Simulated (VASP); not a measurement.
# CeO2 in VASP: notebook

CeO2 is run at these levels: LDA+U; tasks: single point.

Everything below comes from runs of VASP 6.6.1. Logs are shortened: lines on timing, memory, paths and dates and some standing lists are left out, and cuts for length are marked.

### Step 1. The cell of the first run

The structure is cubic, space group Fm-3m (No. 225). Conventional cell: a = 5.407 Å, b = 5.407 Å, c = 5.407 Å, α = 90.00°, β = 90.00°, γ = 90.00°. Ce (site symmetry m-3m) has 8 O at 2.34 Å within 3.1 Å. Within 3.1 Å of O (site symmetry -43m) lie 4 Ce at 2.34 Å and 6 O at 2.70 Å.

### Step 2. Single point, LDA+U, collinear spin, ferromagnetic start

INCAR

```
PREC = Accurate ; ENCUT = 520
EDIFF = 1E-6 ; ISMEAR = -1
SIGMA = 0.05 ; LREAL = F
LASPH = T ; NELM = 150
ALGO = Normal ; ISIF = 2
LWAVE = F ; LCHARG = F
ISPIN = 2 ; MAGMOM = 0.7 0 0
LORBIT = 11 ; LMAXMIX = 6
LDAU = T ; LDAUTYPE = 2
LDAUL = 3 -1 ; LDAUU = 6 0
LDAUJ = 0 0 ; LDAUPRINT = 1
NBANDS = 23
```

KPOINTS

```
Automatic mesh
0
Gamma
  6 6 6
```

POSCAR

```
CeO2
1.0
    0.0000000000      2.7036500000      2.7036500000
    2.7036500000      0.0000000000      2.7036500000
    2.7036500000      2.7036500000      0.0000000000
Ce O
1 2
Direct
    0.0000000000      0.0000000000      0.0000000000
    0.2500000000      0.2500000000      0.2500000000
    0.7500000000      0.7500000000      0.7500000000
```

Potentials or basis: VASP PAW LDA potentials, release 64 (Ce, O).

Run with:

```bash
cat potpaw_LDA.64/Ce/POTCAR potpaw_LDA.64/O/POTCAR > POTCAR
mpirun -np 1 vasp_std > vasp.out
```

OUTCAR:

```text
PREC = Accurate
   ENCUT = 520
   EDIFF = 1E-6
   ISMEAR = -1
   LREAL = F
   LASPH = T
   NELM = 150
   ISIF = 2
   ISPIN = 2
   LORBIT = 11

 ion  position               nearest neighbor table
   1  0.000  0.000  0.000-   3 2.34   3 2.34   3 2.34   2 2.34   3 2.34   2 2.34   2 2.34   2 2.34

   2  0.250  0.250  0.250-   1 2.34   1 2.34   1 2.34   1 2.34
   3  0.750  0.750  0.750-   1 2.34   1 2.34   1 2.34   1 2.34

  LATTYP: Found a face centered cubic cell.
 ALAT       =     5.4073000000

  Lattice vectors:

 A1 = (   0.0000000000,   2.7036500000,   2.7036500000)
 A2 = (   2.7036500000,   0.0000000000,   2.7036500000)
 A3 = (   2.7036500000,   2.7036500000,   0.0000000000)

Analysis of symmetry for initial positions (statically):
=====================================================================
 Subroutine PRICEL returns:
 Original cell was already a primitive cell.

 Routine SETGRP: Setting up the symmetry group for a
 face centered cubic supercell.

 Subroutine GETGRP returns: Found 48 space group operations
 (whereof 48 operations were pure point group operations)
 out of a pool of 48 trial point group operations.

The static configuration has the point symmetry O_h .

Analysis of symmetry for dynamics (positions and initial velocities):
=====================================================================
 Subroutine PRICEL returns:
 Original cell was already a primitive cell.

 Routine SETGRP: Setting up the symmetry group for a
 face centered cubic supercell.

 Subroutine GETGRP returns: Found 48 space group operations
 (whereof 48 operations were pure point group operations)
 out of a pool of 48 trial point group operations.

The dynamic configuration has the point symmetry O_h .

Analysis of structural, dynamic, and magnetic symmetry:
=====================================================================
 Subroutine PRICEL returns:
 Original cell was already a primitive cell.

 Routine SETGRP: Setting up the symmetry group for a
 face centered cubic supercell.

 Subroutine GETGRP returns: Found 48 space group operations
 (whereof 48 operations were pure point group operations)
 out of a pool of 48 trial point group operations.

The overall configuration has the point symmetry O_h .

 Subroutine INISYM returns: Found 48 space group operations
 (whereof 48 operations are pure point group operations),
 and found     1 'primitive' translations

----------------------------------------------------------------------------------------

                                     Primitive cell

  volume of cell :      39.5259

  direct lattice vectors                    reciprocal lattice vectors
     0.000000000  2.703650000  2.703650000    -0.184935180  0.184935180  0.184935180
     2.703650000  0.000000000  2.703650000     0.184935180 -0.184935180  0.184935180
     2.703650000  2.703650000  0.000000000     0.184935180  0.184935180 -0.184935180

  length of vectors
     3.823538498  3.823538498  3.823538498     0.320317128  0.320317128  0.320317128

[... 126 lines left out ...]
 -0.0000 -0.0000 -0.0000  0.0000  0.0336 -0.0000 -0.0094
 -0.0000 -0.0000 -0.0000 -0.0000 -0.0000  0.0264 -0.0000
  0.0000 -0.0000  0.0000 -0.0000 -0.0094 -0.0000  0.0385

spin component  2

  0.0385  0.0000  0.0094 -0.0000 -0.0000 -0.0000  0.0000
  0.0000  0.1399  0.0000 -0.0000 -0.0000 -0.0000 -0.0000
  0.0094  0.0000  0.0336 -0.0000 -0.0000 -0.0000  0.0000
 -0.0000 -0.0000 -0.0000  0.0458  0.0000 -0.0000 -0.0000
 -0.0000 -0.0000 -0.0000  0.0000  0.0336 -0.0000 -0.0094
 -0.0000 -0.0000 -0.0000 -0.0000 -0.0000  0.0263 -0.0000
  0.0000 -0.0000  0.0000 -0.0000 -0.0094 -0.0000  0.0385

 occupancies and eigenvectors

  o =  0.0263  v =  0.0000  0.0000  0.0000  0.0000  0.0000  0.0000  0.0000  0.0011  0.0000 -0.0014 -0.0000 -0.0005 -1.0000 -0.0004      0.0000  0.0000  0.0000  0.0000  0.0000  0.0000  0.0000  0.0000  0.0000  0.0000  0.0000  0.0000  0.0000  0.0000
  o =  0.0263  v =  0.0000  0.0000  0.0000  0.0000  0.0000  0.0000  0.0000 -0.6124 -0.0000  0.7906  0.0000  0.0033 -0.0018  0.0025      0.0000  0.0000  0.0000  0.0000  0.0000  0.0000  0.0000  0.0000  0.0000  0.0000  0.0000  0.0000  0.0000  0.0000
  o =  0.0263  v =  0.0000  0.0000  0.0000  0.0000  0.0000  0.0000  0.0000  0.0025  0.0000 -0.0033  0.0000  0.7906 -0.0006  0.6124      0.0000  0.0000  0.0000  0.0000  0.0000  0.0000  0.0000  0.0000  0.0000  0.0000  0.0000  0.0000  0.0000  0.0000
  o =  0.0264  v =  0.0011 -0.0000 -0.0015 -0.0000 -0.0005 -1.0000 -0.0004  0.0000  0.0000  0.0000  0.0000  0.0000  0.0000  0.0000      0.0000  0.0000  0.0000  0.0000  0.0000  0.0000  0.0000  0.0000  0.0000  0.0000  0.0000  0.0000  0.0000  0.0000
  o =  0.0264  v =  0.6124  0.0000 -0.7906 -0.0000 -0.0030  0.0019 -0.0023  0.0000  0.0000  0.0000  0.0000  0.0000  0.0000  0.0000      0.0000  0.0000  0.0000  0.0000  0.0000  0.0000  0.0000  0.0000  0.0000  0.0000  0.0000  0.0000  0.0000  0.0000
  o =  0.0264  v = -0.0023 -0.0000  0.0030 -0.0000 -0.7906  0.0006 -0.6124  0.0000  0.0000  0.0000  0.0000  0.0000  0.0000  0.0000      0.0000  0.0000  0.0000  0.0000  0.0000  0.0000  0.0000  0.0000  0.0000  0.0000  0.0000  0.0000  0.0000  0.0000
  o =  0.0458  v =  0.0000  0.0000  0.0000  0.0000  0.0000  0.0000  0.0000  0.7802 -0.0000  0.6043  0.1611  0.0075 -0.0000 -0.0097      0.0000  0.0000  0.0000  0.0000  0.0000  0.0000  0.0000  0.0000  0.0000  0.0000  0.0000  0.0000  0.0000  0.0000
  o =  0.0458  v =  0.0000  0.0000  0.0000  0.0000  0.0000  0.0000  0.0000  0.1273 -0.0000  0.0986 -0.9869  0.0062  0.0000 -0.0080      0.0000  0.0000  0.0000  0.0000  0.0000  0.0000  0.0000  0.0000  0.0000  0.0000  0.0000  0.0000  0.0000  0.0000
  o =  0.0458  v =  0.0000  0.0000  0.0000  0.0000  0.0000  0.0000  0.0000  0.0108 -0.0000  0.0084 -0.0080 -0.6123  0.0000  0.7905      0.0000  0.0000  0.0000  0.0000  0.0000  0.0000  0.0000  0.0000  0.0000  0.0000  0.0000  0.0000  0.0000  0.0000
  o =  0.0458  v =  0.0233  0.0000  0.0181  0.9996 -0.0030 -0.0000  0.0039  0.0000  0.0000  0.0000  0.0000  0.0000  0.0000  0.0000      0.0000  0.0000  0.0000  0.0000  0.0000  0.0000  0.0000  0.0000  0.0000  0.0000  0.0000  0.0000  0.0000  0.0000
  o =  0.0458  v =  0.7902 -0.0000  0.6121 -0.0294  0.0080 -0.0000 -0.0103  0.0000  0.0000  0.0000  0.0000  0.0000  0.0000  0.0000      0.0000  0.0000  0.0000  0.0000  0.0000  0.0000  0.0000  0.0000  0.0000  0.0000  0.0000  0.0000  0.0000  0.0000
  o =  0.0458  v = -0.0102  0.0000 -0.0079  0.0053  0.6123 -0.0000 -0.7905  0.0000  0.0000  0.0000  0.0000  0.0000  0.0000  0.0000      0.0000  0.0000  0.0000  0.0000  0.0000  0.0000  0.0000  0.0000  0.0000  0.0000  0.0000  0.0000  0.0000  0.0000
  o =  0.1399  v =  0.0000  1.0000  0.0000 -0.0000 -0.0000 -0.0000 -0.0000  0.0000  0.0000  0.0000  0.0000  0.0000  0.0000  0.0000      0.0000  0.0000  0.0000  0.0000  0.0000  0.0000  0.0000  0.0000  0.0000  0.0000  0.0000  0.0000  0.0000  0.0000
  o =  0.1399  v =  0.0000  0.0000  0.0000  0.0000  0.0000  0.0000  0.0000  0.0000  1.0000  0.0000 -0.0000 -0.0000  0.0000 -0.0000      0.0000  0.0000  0.0000  0.0000  0.0000  0.0000  0.0000  0.0000  0.0000  0.0000  0.0000  0.0000  0.0000  0.0000

 number of electron      23.9999995 magnetization       0.0007780

 Free energy of the ion-electron system (eV)
  ---------------------------------------------------
  ext. energy  EPLUGINS =         0.00000000
  ---------------------------------------------------
  free energy    TOTEN  =       -26.49827689 eV

  energy without entropy =      -26.49827689  energy(sigma->0) =      -26.49827689

 E-fermi :   6.5207     XC(G=0): -11.8478

 val. band max:        5.2423676987   @ k =   0.5000   0.3333   0.1667
 cond. band min:       7.8191414355   @ k =   0.5000   0.0000   0.0000
 fundamental gap:      2.5767737368
 Fermi energy:         6.5207123923

 spin component 1

 k-point     1 :       0.0000    0.0000    0.0000
  band No.  band energies     occupation
      1     -28.0386      1.00000
      2     -10.7993      1.00000
      3     -10.0909      1.00000
      4     -10.0909      1.00000
      5     -10.0909      1.00000
      6      -9.6345      1.00000
[... 405 lines left out ...]
     22      13.4355      0.00000
     23      14.4293      0.00000
 Fermi energy:         6.5207123923

 spin component 2

 k-point     1 :       0.0000    0.0000    0.0000
  band No.  band energies     occupation
      1     -28.0384      1.00000
      2     -10.7989      1.00000
      3     -10.0907      1.00000
      4     -10.0907      1.00000
      5     -10.0907      1.00000
      6      -9.6342      1.00000
[... 405 lines left out ...]
     22      13.4356      0.00000
     23      14.4294      0.00000

------------------------ aborting loop because EDIFF is reached ----------------------------------------

  FORCE on cell =-STRESS in cart. coord.  units (eV):
  Direction    XX          YY          ZZ          XY          YZ          ZX
  --------------------------------------------------------------------------------------
  -------------------------------------------------------------------------------------
  Total        0.2815391      0.2815391      0.2815391      0.0000000      0.0000000     -0.0000000
  in kB       11.4121611     11.4121611     11.4121611      0.0000000      0.0000000     -0.0000000
  external PRESSURE =      11.4121611 kB  Pullay stress =       0.0000000 kB

 VOLUME and BASIS-vectors are now :
 -----------------------------------------------------------------------------
  energy-cutoff  :      520.00
  volume of cell :       39.53
      direct lattice vectors                 reciprocal lattice vectors
     0.000000000  2.703650000  2.703650000    -0.184935180  0.184935180  0.184935180
     2.703650000  0.000000000  2.703650000     0.184935180 -0.184935180  0.184935180
     2.703650000  2.703650000  0.000000000     0.184935180  0.184935180 -0.184935180

 POSITION                                       TOTAL-FORCE (eV/Angst)
 -----------------------------------------------------------------------------------
      0.00000      0.00000      0.00000         0.000000     -0.000000      0.000000
      1.35183      1.35183      1.35183        -0.000000     -0.000000      0.000000
      4.05548      4.05548      4.05548        -0.000000      0.000000     -0.000000
 -----------------------------------------------------------------------------------
    total drift:                                0.000000      0.000000      0.000000

  FREE ENERGIE OF THE ION-ELECTRON SYSTEM (eV)
  ---------------------------------------------------
  free  energy   TOTEN  =       -26.4982768930 eV

  energy  without entropy=      -26.4982768930  energy(sigma->0) =      -26.49827689

 total charge

# of ion       s       p       d       f       tot
--------------------------------------------------
    1        2.017   5.821   0.997   0.695   9.530
    2        1.562   3.454   0.000   0.000   5.016
    3        1.562   3.454   0.000   0.000   5.016
--------------------------------------------------
tot          5.142  12.729   0.997   0.695  19.563

 magnetization (x)

# of ion       s       p       d       f       tot
--------------------------------------------------
    1        0.000   0.000  -0.000  -0.000  -0.000
    2        0.000   0.000   0.000   0.000   0.000
    3        0.000   0.000   0.000   0.000   0.000
--------------------------------------------------
tot          0.000   0.000  -0.000  -0.000   0.000
```

Wall time 20 s (1 thread of Intel Xeon 6975P-C (Granite Rapids), shared host); peak memory 0.17 GiB.

What came out:

```
Free energy                                           : -26.4983 eV
Pressure                                              : 1.1 GPa
Band gap on the k mesh                                : 2.58 eV, indirect (least direct gap 2.74 eV)
Net moment                                            : 0.00 μB per cell
Valence electrons inside the program's atomic spheres : Ce 9.53; O 5.02
```

Levels at points of the mesh, in eV from the valence-band top:
Spin up:
| k point | band 9 | band 10 | band 11 | band 12 | band 13 | band 14 | band 15 | band 16 |
| --- | --- | --- | --- | --- | --- | --- | --- | --- |
| (0.00, 0.00, 0.00) | -4.02 | -0.35 | -0.35 | -0.35 | 2.76 | 3.16 | 3.16 | 3.16 |
| (0.50, 0.00, 0.00) | -1.24 | -1.24 | -0.62 | -0.62 | 2.58 | 2.97 | 2.97 | 3.16 |
| (0.50, 0.50, 0.00) | -1.16 | -0.82 | -0.82 | -0.40 | 2.87 | 2.88 | 2.88 | 3.03 |
Spin down:
```
           k point  band 10  band 11  band 12  band 13  band 14  band 15
(0.00, 0.00, 0.00)    -0.35    -0.35    -0.35     2.76     3.16     3.16
(0.50, 0.00, 0.00)    -1.24    -0.62    -0.62     2.58     2.97     2.97
(0.50, 0.50, 0.00)    -0.82    -0.82    -0.40     2.87     2.88     2.88
```

Eigenvalues of the final occupation matrices:
```
    site  spin  trace                         eigenvalues
site 1 f     1   0.36  0.03 0.03 0.03 0.05 0.05 0.05 0.14
site 1 f     2   0.36  0.03 0.03 0.03 0.05 0.05 0.05 0.14
```

Caveat: the magnetic or orbital state may not be the lowest; spin-orbit coupling is left out, which moves the levels of the heavy elements.

### Step 3. Single point, LDA+U, collinear spin, ferromagnetic start

This run uses another cell than the first one, of 12.97 Å³/atom, 0.984 times its volume.

INCAR

```
ALGO = Normal
EDIFF = 1E-7
ENCUT = 520
ISIF = 2
ISMEAR = -1
ISPIN = 2
LASPH = T
LCHARG = F
LDAU = T
LDAUJ = 0 0
LDAUL = 3 -1
LDAUPRINT = 1
LDAUTYPE = 2
LDAUU = 6 0
LMAXMIX = 6
LORBIT = 11
LREAL = F
LWAVE = F
MAGMOM = 0.7 0 0
NBANDS = 23
NELM = 150
PREC = Accurate
SIGMA = 0.05
```

KPOINTS

```
k-points
0
Gamma
  6 6 6
```

POSCAR

```
CeO2
1.0
   -0.0107296847      2.7036393545      2.7036393545
    2.6769423836      0.0053171481      2.6875925218
    2.6769423836      2.6875925218      0.0053171481
Ce O
1 2
Direct
    0.0000000000      0.0000000000      0.0000000000
    0.2506994437      0.2496451379      0.2496451379
    0.7493005563      0.7503548621      0.7503548621
```

Potentials or basis: VASP PAW LDA potentials, release 64 (Ce, O).

Run with:

```bash
cat potpaw_LDA.64/Ce/POTCAR potpaw_LDA.64/O/POTCAR > POTCAR
mpirun -np 1 vasp_std > vasp.out
```

Wall time 3.6 min (1 thread of Oxide Virtual Turin-like, shared host); peak memory 0.2 GiB.

It converged, with:

```
Free energy                                           : -26.4851 eV
Pressure                                              : 4.6 GPa
Largest force                                         : 0.015 eV/Å
Band gap on the k mesh                                : 2.60 eV, indirect (least direct gap 2.78 eV)
Net moment                                            : 0.00 μB per cell
Valence electrons inside the program's atomic spheres : Ce 9.57; O 5.02
```

Forces on the atoms (eV/Å):
```
Ce   0.000  0.000  0.000
O   -0.012  0.006  0.006
O    0.012 -0.006 -0.006
```

Stress tensor (GPa, compression positive):
```
 5.26  0.32  0.32
 0.32  4.25 -0.63
 0.32 -0.63  4.25
```

Levels at points of the mesh, in eV from the valence-band top:
Spin up:
```csv
k point,band 10,band 11,band 12,band 13,band 14,band 15
"(0.00, 0.00, 0.00)",-0.40,-0.39,-0.37,2.81,3.20,3.20
"(0.50, 0.00, 0.00)",-1.26,-0.67,-0.64,2.62,3.01,3.01
"(0.00, 0.50, 0.00)",-1.25,-0.65,-0.62,2.60,3.00,3.01
"(0.50, 0.50, 0.00)",-0.89,-0.83,-0.45,2.90,2.92,2.92
"(0.00, 0.50, 0.50)",-0.91,-0.84,-0.41,2.90,2.92,2.93
"(0.50, 0.50, 0.50)",-1.27,-0.67,-0.61,2.61,3.00,3.01
```
Spin down:
```
           k point  band 9  band 10  band 11  band 12  band 13  band 14  band 15  band 16
(0.00, 0.00, 0.00)   -4.12    -0.40    -0.39    -0.37     2.81     3.20     3.20     3.20
(0.50, 0.00, 0.00)   -1.30    -1.26    -0.67    -0.64     2.62     3.01     3.01     3.21
(0.00, 0.50, 0.00)   -1.27    -1.25    -0.65    -0.62     2.60     3.00     3.01     3.21
(0.50, 0.50, 0.00)   -1.15    -0.89    -0.83    -0.45     2.90     2.92     2.92     3.08
(0.00, 0.50, 0.50)   -1.14    -0.91    -0.84    -0.41     2.90     2.92     2.93     3.08
(0.50, 0.50, 0.50)   -1.27    -1.27    -0.67    -0.61     2.61     3.00     3.01     3.21
```

Eigenvalues of the final occupation matrices:
```csv
site,spin,trace,eigenvalues
site 1 f,1,0.36,0.03 0.03 0.03 0.04 0.05 0.05 0.14
site 1 f,2,0.36,0.03 0.03 0.03 0.04 0.05 0.05 0.14
```

Caveat: the magnetic or orbital state may not be the lowest; spin-orbit coupling is left out, which moves the levels of the heavy elements.
